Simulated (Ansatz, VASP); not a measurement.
# One calculation of RbCl7, two programs

```
Rb Cl
1.0
     0.00000    4.61673    4.61673
     4.61673    0.00000    4.61673
     4.61673    4.61673    0.00000
Rb Cl
1 7
Direct
  0.00000 0.00000 0.00000
  0.50000 0.00000 0.00000
  0.00000 0.50000 0.50000
  0.00000 0.50000 0.00000
  0.50000 0.00000 0.50000
  0.00000 0.00000 0.50000
  0.50000 0.50000 0.00000
  0.50000 0.50000 0.50000
```

Change from the starting cell: species swapped into the MgPt7 type (Fm-3m, No. 225).

Alike in both runs: functional PBE; k mesh 8 × 8 × 8; occupations gaussian, width 0.1 eV; no spin polarisation.

Ansatz relaxed the structure, and its values are those at the end. VASP's run is a single point on that final structure, the one shown.

```csv
,VASP,Ansatz
version,VASP 6.6.1,Ansatz 0.2.0
potentials or method,"VASP PAW PBE potentials, release 64 (Rb_sv, Cl), cutoff 500 eV","scalar-relativistic, plane waves, PAW"
valence electrons in the cell,58,58
```

|  | VASP | Ansatz | Ansatz less VASP |
| --- | --- | --- | --- |
| gap on the k mesh at the Fermi level (eV) | none | none | - |
| pressure (GPa) | -0.1 | 0.0 | +0.06 |

A gap of «none» marks a metal or a gap that the smearing closes.
